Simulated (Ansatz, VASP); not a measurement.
# One calculation of HfB2, two programs

```
Hf B
1.0
     3.14000    0.00000    0.00000
    -1.57000    2.71932    0.00000
     0.00000    0.00000    3.48000
Hf B
1 2
Direct
  0.00000 0.00000 0.00000
  0.66667 0.33333 0.50000
  0.33333 0.66667 0.50000
```

Alike in both runs: task relaxation of cell and atoms; functional PBE; k mesh 10 × 10 × 8; occupations fermi-dirac, width 0.05 eV; no spin polarisation; Hubbard terms Hf d U = 2.0 eV.

|  | VASP | Ansatz |
| --- | --- | --- |
| version | VASP 6.6.1 | Ansatz 0.2.0 |
| potentials or method | VASP PAW PBE potentials, release 64 (Hf_pv, B) | Ansatz PAW |
| plane-wave cutoff (eV) | 600 | 420 |
| valence electrons in the cell | 16 | 32 |

```tsv
	VASP	Ansatz	Ansatz less VASP
gap on the k mesh at the Fermi level, each at its own relaxed structure (eV)	none	none	-
relaxed volume (Å³/atom)	10.18	10.04	-0.132
relaxed cell length with the largest relative difference (Å)	3.533	3.514	-0.0197
```

The programs project onto different local orbitals, so the same U acts differently, and such runs can settle in different states. A gap of «none» marks a metal or a gap that the smearing closes. VASP's potentials hold 16 valence electrons a cell and Ansatz's 32, so a difference there can come from the potentials and not from the codes.

Spin-orbit coupling is off throughout. Noted on Ansatz's run: the plane-wave basis is chosen anew once the cell has moved, so the energies of steps on either side of that aren't comparable.
